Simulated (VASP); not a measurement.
# RuPt2 (P6/mmm) in VASP: further runs, part 2 of 3

VASP 6.6.1.

**4. Single point, PBE**

This run uses another cell than the first one, of 15.40 Å³/atom, 1.098 times its volume.

INCAR reads:

```
  ALGO = Normal
  EDIFF = 1E-7
  ENCUT = 520
  GGA = PE
  ISIF = 2
  ISMEAR = 0
  LASPH = T
  LCHARG = F
  LREAL = F
  LWAVE = F
  NBANDS = 24
  NELM = 60
  PREC = Accurate
  SIGMA = 0.1
```

KPOINTS reads:

```
k-points
0
Gamma
  6 6 6
```

POSCAR reads:

```
RuPt2
1.0
    4.4615032909      0.0000000000      0.0000000000
   -2.2307516455      3.8637751890      0.0000000000
    0.0000000000      0.0000000000      2.6797930785
Ru Pt
1 2
Direct
    0.0000000000      0.0000000000      0.0000000000
    0.3333333333      0.6666666667      0.5000000000
    0.6666666667      0.3333333333      0.5000000000
```

Potentials or basis: VASP PAW PBE potentials, release 64 (Ru_pv, Pt).

The run is started by

```sh
$ cat potpaw_PBE.64/Ru_pv/POTCAR potpaw_PBE.64/Pt/POTCAR > POTCAR
$ mpirun -np 1 vasp_std > vasp.out
```

OUTCAR:

```text
EDIFF = 1E-7
   ENCUT = 520
   GGA = PE
   ISIF = 2
   ISMEAR = 0
   LASPH = T
   LREAL = F
   NELM = 60
   PREC = Accurate

 ion  position               nearest neighbor table
   1  0.000  0.000  0.000-   2 2.90   3 2.90   2 2.90   3 2.90   3 2.90   3 2.90   2 2.90   2 2.90
                             3 2.90   3 2.90   2 2.90   2 2.90
   2  0.333  0.667  0.500-   3 2.58   3 2.58   3 2.58   1 2.90   1 2.90   1 2.90   1 2.90   1 2.90
                             1 2.90
   3  0.667  0.333  0.500-   2 2.58   2 2.58   2 2.58   1 2.90   1 2.90   1 2.90   1 2.90   1 2.90
                             1 2.90

  LATTYP: Found a hexagonal cell.
 ALAT       =     4.4615032909
 C/A-ratio  =     0.6006480112

  Lattice vectors:

 A1 = (   4.4615032909,   0.0000000000,   0.0000000000)
 A2 = (  -2.2307516455,   3.8637751890,   0.0000000000)
 A3 = (   0.0000000000,   0.0000000000,   2.6797930785)

Analysis of symmetry for initial positions (statically):
[... 172 lines left out ...]
  free energy    TOTEN  =       -20.69754591 eV

  energy without entropy =      -20.66660045  energy(sigma->0) =      -20.68207318

 E-fermi :  10.9545     XC(G=0): -13.3484

 val. band max:       10.9413283558   @ k =   0.1667   0.1667   0.1667
 cond. band min:      10.9641094044   @ k =   0.1667   0.0000   0.5000
 fundamental gap:      0.0227810485
 Fermi energy:        10.9545177056

 k-point     1 :       0.0000    0.0000    0.0000
  band No.  band energies     occupation
      1     -31.9401      2.00000
      2     -31.9401      2.00000
      3     -31.6774      2.00000
      4       1.6114      2.00000
      5       4.6540      2.00000
      6       5.9415      2.00000
[... 637 lines left out ...]
     23      19.7640      0.00000
     24      20.4904      0.00000

 [... further k-points ...]

------------------------ aborting loop because EDIFF is reached ----------------------------------------

  FORCE on cell =-STRESS in cart. coord.  units (eV):
  Direction    XX          YY          ZZ          XY          YZ          ZX
  --------------------------------------------------------------------------------------
  -------------------------------------------------------------------------------------
  Total       -0.1387684     -0.1387684     -0.1286829      0.0000000      0.0000000     -0.0000000
  in kB       -4.8129005     -4.8129005     -4.4631043      0.0000000      0.0000000     -0.0000000
  external PRESSURE =      -4.6963017 kB  Pullay stress =       0.0000000 kB

 VOLUME and BASIS-vectors are now :
 -----------------------------------------------------------------------------
  energy-cutoff  :      520.00
  volume of cell :       46.19
      direct lattice vectors                 reciprocal lattice vectors
     4.461503291  0.000000000  0.000000000     0.224139698  0.129407115  0.000000000
    -2.230751645  3.863775189  0.000000000     0.000000000  0.258814230  0.000000000
     0.000000000  0.000000000  2.679793078     0.000000000  0.000000000  0.373163140

 POSITION                                       TOTAL-FORCE (eV/Angst)
 -----------------------------------------------------------------------------------
      0.00000      0.00000      0.00000        -0.000000      0.000000     -0.000000
     -0.00000      2.57585      1.33990         0.000000     -0.000000      0.000000
      2.23075      1.28793      1.33990        -0.000000      0.000000     -0.000000
 -----------------------------------------------------------------------------------
    total drift:                                0.000000      0.000000     -0.000000

  FREE ENERGIE OF THE ION-ELECTRON SYSTEM (eV)
  ---------------------------------------------------
  free  energy   TOTEN  =       -20.6975459070 eV

  energy  without entropy=      -20.6666004484  energy(sigma->0) =      -20.68207318
```

stdout:

```text
POSCAR found type information on POSCAR RuPt
 POSCAR found :  2 types and       3 ions
 scaLAPACK will be used
 LDA part: xc-table for (Slater+PW92), standard interpolation
 POSCAR, INCAR and KPOINTS ok, starting setup
 FFT: planning ... GRIDC
 FFT: planning ... GRID_SOFT
 FFT: planning ... GRID
 WAVECAR not read
 entering main loop
```

Run time: 20 s. Hardware: 1 thread of AMD EPYC 9R45 (Zen 5), shared host; peak memory 0.15 GiB.

What came out:

```
Free energy            : -20.6975 eV
Pressure               : -0.5 GPa
Band gap on the k mesh : zero (band 17 reaches 11.72 eV, above the bottom of band 18 at 10.62 eV)
```

Levels at points of the mesh, in eV from the Fermi level:
```tsv
k point	band 14	band 15	band 16	band 17	band 18	band 19	band 20	band 21
(0.00, 0.00, 0.00)	-2.26	-2.26	-1.51	-1.51	0.72	0.72	6.01	7.35
(0.50, 0.00, 0.00)	-1.44	-0.52	-0.40	-0.24	0.14	0.17	0.44	0.62
(0.00, 0.00, 0.50)	0.16	0.16	0.20	0.20	1.01	2.78	3.08	7.81
(0.50, 0.00, 0.50)	-1.73	-1.12	0.05	0.70	1.00	1.99	2.85	5.58
```

Caveat: the k points lie up to 0.39 Å⁻¹ apart; spin-orbit coupling is left out, which moves the levels of the heavy elements.

**5. Relaxation of cell and atoms, PBE**

INCAR reads:

```
SYSTEM = RuPt2
ALGO = Fast
EDIFF = 1E-6
EDIFFG = -0.04
ENCUT = 600
GGA = PE
IBRION = 2
ISIF = 3
ISMEAR = 0
LASPH = .True.
LCHARG = .False.
LREAL = .False.
LWAVE = .False.
NELM = 80
NSW = 90
PREC = Accurate
SIGMA = 0.1
```

KPOINTS reads:

```
k-points
0
Gamma
  6 6 4
  0 0 0
```

POSCAR reads:

```
RuPt2
1.0
    3.5564939400      0.0000000000      0.0000000000
   -1.7782469700      3.0800141000      0.0000000000
    0.0000000000      0.0000000000      3.8395023300
Ru Pt
1 2
Direct
    0.0000000000      0.0000000000      0.0000000000
    0.3333333300      0.6666666700      0.5000000000
    0.6666666700      0.3333333300      0.5000000000
```

Potentials or basis: VASP PAW PBE potentials, release 64 (Ru_pv, Pt).

The run is started by

```sh
$ cat potpaw_PBE.64/Ru_pv/POTCAR potpaw_PBE.64/Pt/POTCAR > POTCAR
$ mpirun -np 1 vasp_std > vasp.out
```

OUTCAR:

```text
SYSTEM = RuPt2
   EDIFF = 1E-6
   EDIFFG = -0.04
   ENCUT = 600
   GGA = PE
   IBRION = 2
   ISIF = 3
   ISMEAR = 0
   LASPH = .True.
   LREAL = .False.
   NELM = 80
   NSW = 90
   PREC = Accurate

 ion  position               nearest neighbor table
   1  0.000  0.000  0.000-   2 2.81   3 2.81   2 2.81   3 2.81   2 2.81   2 2.81   3 2.81   3 2.81
                             3 2.81   3 2.81   2 2.81   2 2.81
   2  0.333  0.667  0.500-   3 2.05   3 2.05   3 2.05   1 2.81   1 2.81   1 2.81   1 2.81   1 2.81
                             1 2.81
   3  0.667  0.333  0.500-   2 2.05   2 2.05   2 2.05   1 2.81   1 2.81   1 2.81   1 2.81   1 2.81
                             1 2.81

  LATTYP: Found a hexagonal cell.
 ALAT       =     3.5564939400
 C/A-ratio  =     1.0795751082

  Lattice vectors:

 A1 = (   3.5564939400,   0.0000000000,   0.0000000000)
 A2 = (  -1.7782469700,   3.0800141000,   0.0000000000)
 A3 = (   0.0000000000,   0.0000000000,   3.8395023300)

Analysis of symmetry for initial positions (statically):
=====================================================================
 Subroutine PRICEL returns:
 Original cell was already a primitive cell.

 Routine SETGRP: Setting up the symmetry group for a
 hexagonal supercell.

 Subroutine GETGRP returns: Found 24 space group operations
 (whereof 24 operations were pure point group operations)
 out of a pool of 24 trial point group operations.

The static configuration has the point symmetry D_6h.

Analysis of symmetry for dynamics (positions and initial velocities):
=====================================================================
 Subroutine PRICEL returns:
 Original cell was already a primitive cell.

 Routine SETGRP: Setting up the symmetry group for a
 hexagonal supercell.

 Subroutine GETGRP returns: Found 24 space group operations
 (whereof 24 operations were pure point group operations)
 out of a pool of 24 trial point group operations.

The dynamic configuration has the point symmetry D_6h.

[... 108 lines left out ...]
   NUPDOWN=      -1.0000    fix difference up-down
   EMIN   =  10.00;   EMAX   =-10.00  energy-range for DOS
   EFERMI =   0.00;   METHOD = LEGACY
   ISMEAR =     0;   SIGMA  =   0.10  broadening in eV -4-tet -1-fermi 0-gaus
   EFERMI_NEDOS =   21; number of points for ismear=-14 and -15
   IALGO  =     68    algorithm
   IMIX   =      4    mixing-type and parameters
     AMIX     =   0.40;   BMIX     =  1.00
     AMIX_MAG =   1.60;   BMIX_MAG =  1.00
  volume/ion in A,a.u.               =      14.02        94.61
  Fermi-wavevector in a.u.,A,eV,Ry     =   1.525052  2.881930 31.644194  2.325783
  Thomas-Fermi vector in A             =   2.633275
   LORBIT       =      0    0 simple, 1 ext, 2 COOP (PROOUT), +10 PAW based schemes
   GGA     = PE    functional components
   LHFCALC =     F    Hartree Fock is set to
   AEXX    =    0.0000 exact exchange contribution
   IVDW    =     0    specifies the selected vdW correction
   LEPSILON=     F    determine dielectric tensor
   LRPA    =     F    only Hartree local field effects (RPA)
 conjugate gradient relaxation of ions
 non-spin polarized calculation
 RMM-DIIS sequential band-by-band and
 Gauss-broadening in eV      SIGMA  =   0.10
  energy-cutoff  :      600.00
  volume of cell :       42.06
 maximum number of plane-waves:      1416
   NGX = 15   NGY = 15   NGZ = 15

--------------------------------------- Ionic step        1  -------------------------------------------

 number of electron      34.0000006 magnetization

 Free energy of the ion-electron system (eV)
  ---------------------------------------------------
  ext. energy  EPLUGINS =         0.00000000
  ---------------------------------------------------
  free energy    TOTEN  =       -10.44886273 eV

  energy without entropy =      -10.40797771  energy(sigma->0) =      -10.42842022

------------------------ aborting loop because EDIFF is reached ----------------------------------------

  FORCE on cell =-STRESS in cart. coord.  units (eV):
  Direction    XX          YY          ZZ          XY          YZ          ZX
  --------------------------------------------------------------------------------------
  -------------------------------------------------------------------------------------
  Total       52.3884190     52.3884190      3.9322730      0.0000000      0.0000000      0.0000000
  in kB     1995.7041563   1995.7041557    149.7974894      0.0000000      0.0000000      0.0000000
  external PRESSURE =    1380.4019338 kB  Pullay stress =       0.0000000 kB
[... 1117 lines left out ...]
     20      13.0045      0.00000
     21      13.0045      0.00000

[... ionic steps 4 to 18 ...]

--------------------------------------- Ionic step       19  -------------------------------------------

 number of electron      33.9999987 magnetization

------------------------ aborting loop because EDIFF is reached ----------------------------------------
[... 69 lines left out ...]
--------------------------------------- Ionic step       21  -------------------------------------------

 number of electron      33.9999986 magnetization

 Free energy of the ion-electron system (eV)
  ---------------------------------------------------
  ext. energy  EPLUGINS =         0.00000000
  ---------------------------------------------------
  free energy    TOTEN  =       -21.02292860 eV

  energy without entropy =      -20.99573970  energy(sigma->0) =      -21.00933415

 E-fermi :  11.1057     XC(G=0): -13.3963

 val. band max:       11.1023410900   @ k =   0.1667  -0.0000   0.2500
 cond. band min:      11.1122202691   @ k =   0.5000   0.0000   0.0000
 fundamental gap:      0.0098791791
 Fermi energy:        11.1056518512
[... 532 lines left out ...]
  FREE ENERGIE OF THE ION-ELECTRON SYSTEM (eV)
  ---------------------------------------------------
  free  energy   TOTEN  =       -21.0229285995 eV

  energy  without entropy=      -20.9957396956  energy(sigma->0) =      -21.00933415

 reached required accuracy - stopping structural energy minimisation
```

OSZICAR:

```text
N       E                     dE             d eps       ncg     rms          rms(c)
DAV:   1     0.325155397289E+03    0.32516E+03   -0.20765E+04   882   0.184E+03
DAV:   2    -0.212256124823E+01   -0.32728E+03   -0.31606E+03   982   0.451E+02
DAV:   3    -0.119791319711E+02   -0.98566E+01   -0.95449E+01  1026   0.788E+01
DAV:   4    -0.121041107211E+02   -0.12498E+00   -0.12465E+00  1055   0.840E+00
[... 330 lines left out ...]
RMM:   3    -0.210233426916E+02    0.12658E-02   -0.22980E-03   882   0.350E-01    0.158E-01
RMM:   4    -0.210229435981E+02    0.39909E-03   -0.58013E-04   882   0.186E-01    0.398E-02
RMM:   5    -0.210229248836E+02    0.18714E-04   -0.16126E-04   891   0.856E-02    0.104E-02
RMM:   6    -0.210229284087E+02   -0.35251E-05   -0.35926E-05   881   0.360E-02    0.984E-03
RMM:   7    -0.210229285995E+02   -0.19080E-06   -0.58645E-06   625   0.155E-02
  21 F= -.21022929E+02 E0= -.21009334E+02  d E =-.398729E-03
```

CONTCAR:

```text
RuPt2
   1.00000000000000
     4.4961290885153034    0.0000000000000000    0.0000000000000000
    -2.2480645442576517    3.8937620085223661    0.0000000000000000
    -0.0000000000000000    0.0000000000000000    2.6164188333846368
  Ru              Pt
     1     2
Direct
     0.0000000000000000    1.0000000000000000    0.0000000000000000
     0.3333333300000021    0.6666666699999979    0.5000000000000000
     0.6666666699999979    0.3333333300000021    0.5000000000000000

  0.00000000E+00  0.00000000E+00  0.00000000E+00
  0.00000000E+00  0.00000000E+00  0.00000000E+00
  0.00000000E+00  0.00000000E+00  0.00000000E+00
```

It took 5.5 min on 1 thread of AMD EPYC 9R45 (Zen 5), shared host; peak memory 0.16 GiB.

Results:

```yaml
Free_energy: -21.0229 eV
Relaxed_volume: 15.27 Å³/atom
Relaxed_cell: a = 4.496 Å, b = 4.496 Å, c = 2.616 Å, α = 90.00°, β = 90.00°, γ = 120.00°
Space_group_after_relaxing_to_0.05_Å: P6/mmm (No. 191)
Energy_gained_by_relaxing: 3524.7 meV/atom
Ionic_steps: 21
Pressure_after_relaxing: 0.1 GPa
Band_gap_on_the_k_mesh: zero (band 17 reaches 11.95 eV, above the bottom of band 18 at 10.76 eV)
```

Stress tensor (GPa, compression positive):
```
0.05 0.00 0.00
0.00 0.05 0.00
0.00 0.00 0.30
```

The path:
```
step  energy change (eV)  largest force (eV/Å)  pressure (GPa)  volume (Å³)
   1              0.0000                0.0000          138.04        42.06
   2              5.7419                0.0000          -22.20       151.80
   3             -5.3680                0.0000          -26.60        74.54
   4             -6.5137                0.0000          -23.00        67.25
   5             -6.7406                0.0000           15.00        53.21
   6             -7.1740                0.0000          -12.83        60.55
   7             -7.2150                0.0000           -7.40        58.52
   8             -7.2149                0.0000           -8.52        58.88
   9             -8.4493                0.0000           -7.44        53.01
  10              9.8921                0.0000          347.34        32.42
  11             -8.6952                0.0000           -6.72        51.91
  12            -10.3543                0.0000           22.22        42.67
  13            -10.3041                0.0000            9.64        44.53
  14            -10.3787                0.0000           17.51        43.27
  15             -9.9552                0.0000            9.09        45.59
  16            -10.5095                0.0000           11.63        44.03
  17            -10.5099                0.0000           11.24        44.10
  18            -10.5404                0.0000           -6.53        47.07
  19            -10.5737                0.0000            0.29        45.77
  20            -10.5737                0.0000            0.58        45.73
  21            -10.5741                0.0000            0.13        45.81
```

Final structure:
```
Ru Pt
1.0
     4.49613    0.00000    0.00000
    -2.24806    3.89376    0.00000
     0.00000    0.00000    2.61642
Ru Pt
1 2
Cartesian
  -2.2481 3.8938 0.0000
  0.0000 2.5958 1.3082
  2.2481 1.2979 1.3082
```

Caveat: the k points lie up to 0.60 Å⁻¹ apart in the final cell; spin-orbit coupling is left out, which moves the levels of the heavy elements.

(Continued in part 3 of 3.)
